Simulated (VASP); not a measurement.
Crystal: Li2Hf2O.

```
CELL_PARAMETERS angstrom
4.34420 0.00000 0.00000
-2.17210 3.76219 0.00000
0.00000 0.00000 4.34657
ATOMIC_POSITIONS crystal
Li 0.33333 0.66667 0.50000
Li 0.66667 0.33333 0.50000
Hf 0.33333 0.66667 0.00000
Hf 0.66667 0.33333 0.00000
O 0.00000 0.00000 0.50000
```

The cell was built from a structure type or drawn by symmetry, and may not be a known phase.

```yaml
Program: VASP 6.6.1
Task: relaxation of cell and atoms
Functional: PBE
Potentials_or_basis: VASP PAW PBE potentials, release 64 (Li_sv, Hf_pv, O)
Cutoff: 600 eV
k_mesh: 6 × 6 × 4
Occupations: gaussian, width 0.1 eV
Spin: no spin polarisation
```

At the start: pressure 24.4 GPa; volume 14.21 Å³/atom.

Problem. Where does the relaxation end?

Solution. Over 7 steps the energy falls by 650.8 meV/atom and the volume is 20.47 Å³/atom (+44.1 %); space group P6/mmm (No. 191, to 0.1 Å) before and after.

Step by step:
| step | energy change (eV) | largest force (eV/Å) | pressure (GPa) | volume (Å³) |
| --- | --- | --- | --- | --- |
| 1 | 0.0000 | 0.0000 | 24.37 | 71.04 |
| 2 | -2.9894 | 0.0000 | 3.01 | 94.85 |
| 3 | -3.1793 | 0.0000 | -0.37 | 102.59 |
| 4 | -3.1930 | 0.0000 | -1.46 | 105.63 |
| 5 | -3.1918 | 0.0000 | -1.67 | 106.38 |
| 6 | -3.2479 | 0.0000 | -0.67 | 103.47 |
| 7 | -3.2539 | 0.0000 | -0.16 | 102.34 |

Final structure:
```
CELL_PARAMETERS angstrom
4.50030 0.00000 0.00000
-2.25015 3.89738 0.00000
0.00000 0.00000 5.83483
ATOMIC_POSITIONS crystal
Li 0.33333 0.66667 0.50000
Li 0.66667 0.33333 0.50000
Hf 0.33333 0.66667 0.00000
Hf 0.66667 0.33333 0.00000
O 0.00000 0.00000 0.50000
```

Caveat: the k points lie up to 0.27 Å⁻¹ apart in the final cell; the cutoff is under 1.25 times the usual one of these potentials, so pressure, stress and relaxed cells hold a basis-set (Pulay) error; the volume moved by over 15 % at a fixed basis, so the end points are rough.
